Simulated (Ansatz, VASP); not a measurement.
## RbZnBr3: VASP beside Ansatz

```xyz
5
Lattice="5.3536 0.0000 0.0000 0.0000 5.3536 0.0000 0.0000 0.0000 5.1604" Properties=species:S:1:pos:R:3 pbc="T T T"
Rb    0.0000    0.0000    0.0000
Zn    2.6768    2.6768    2.5802
Br    2.6768    2.6768    0.0000
Br    2.6768    0.0000    2.5802
Br    0.0000    2.6768    2.5802
```

Change from the starting cell: epitaxial_xy strain +2.0%.

Alike in both runs: task single point; functional PBE; k mesh 6 × 6 × 6; occupations fermi-dirac, width 0.02 eV; no spin polarisation.

|  | VASP | Ansatz |
| --- | --- | --- |
| version | VASP 6.6.1 | Ansatz 0.2.0 |
| potentials or method | VASP PAW PBE potentials, release 64 (Rb_sv, Zn, Br) | plane waves, PAW |
| plane-wave cutoff (eV) | 520 | 420 |
| valence electrons in the cell | 42 | 42 |

|  | VASP | Ansatz | Ansatz less VASP |
| --- | --- | --- | --- |
| pressure (GPa) | 0.7 | 0.6 | -0.06 |
| traceless stress, the component that is largest in VASP (GPa) | 0.69 | 0.67 | -0.015 |
